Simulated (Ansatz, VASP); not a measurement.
## Re in VASP and in Ansatz

```xyz
1
Lattice="0.0000 1.9090 1.9090 1.9090 0.0000 1.9090 1.9090 1.9090 0.0000" Properties=species:S:1:pos:R:3 pbc="T T T"
Re    0.0000    0.0000    0.0000
```

Alike in both runs: task single point; functional HSE06; k mesh 10 × 10 × 10; occupations gaussian, width 0.05 eV; no spin polarisation.

|  | VASP | Ansatz |
| --- | --- | --- |
| version | VASP 6.6.1 | Ansatz 0.2.0 |
| potentials or method | VASP PAW PBE potentials, release 64 (Re), cutoff 520 eV | scalar-relativistic, plane waves, PAW |
| valence electrons in the cell | 7 | 15 |

Ansatz gave:

- gap on the k mesh at the Fermi level (eV): none
- pressure (GPa): 20.9

Problem. What did VASP give for the same quantities?

Solution. gap on the k mesh at the Fermi level (eV): none; pressure (GPa): 16.6.

A gap of «none» marks a metal or a gap that the smearing closes. One of these differences is far larger than is usual between the two programs; its cause wasn't traced. VASP's potentials hold 7 valence electrons a cell and Ansatz's 15, so a difference there can come from the potentials and not from the codes. Ansatz's warnings: filled band counts differ across k points, stress exchange threshold loose, stress scf threshold loose.

Spin-orbit coupling is off throughout.
